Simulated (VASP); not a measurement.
**Pd: single point with PBE**

Crystal: Pd.

```xyz
1
Lattice="0.0000 1.7328 2.4502 1.7328 0.0000 2.4502 1.7328 1.7328 0.0000" Properties=species:S:1:pos:R:3 pbc="T T T"
Pd    0.0000    0.0000    0.0000
```

This cell differs from its parent crystal: ratio of the length along z to the lengths across it x 1.414, volume and fractional coordinates fixed.

```yaml
Program: VASP 6.6.1
Task: single point
Functional: PBE
Potentials_or_basis: VASP PAW PBE potentials, release 64 (Pd)
Cutoff: 520 eV
k_mesh: 24 × 24 × 24
Occupations: gaussian, width 0.15 eV
Spin: no spin polarisation
Dipole_correction: no
Further_INCAR_settings: ALGO = Fast; EDIFF = 1e-06; NBANDS = 11
```

```
Pressure               : 22.6 GPa
Band gap on the k mesh : zero (band 5 reaches 11.72 eV, above the bottom of band 6 at 8.77 eV)
```

Stress tensor (GPa, compression positive):
```
 40.29   0.00   0.00
  0.00  40.29   0.00
  0.00   0.00 -12.89
```

Levels at points of the mesh, in eV from the Fermi level:
```
           k point  band 2  band 3  band 4  band 5  band 6  band 7  band 8  band 9
(0.00, 0.00, 0.00)   -5.11   -3.45   -1.31   -1.31    0.23   16.45   18.97   24.51
(0.50, 0.00, 0.00)   -4.30   -1.80   -0.19    0.07    1.35    8.10   13.33   22.29
(0.50, 0.50, 0.00)   -5.66   -0.05    0.12    0.12    0.42    5.35   18.04   18.04
(0.50, 0.00, 0.50)   -4.61   -1.47   -0.45    1.84    6.07   11.59   12.86   14.02
```

Run time: 61 s on 1 thread of Intel(R) Xeon(R) 6975P-C (Granite Rapids) (shared host), peak memory 0.29 GiB.
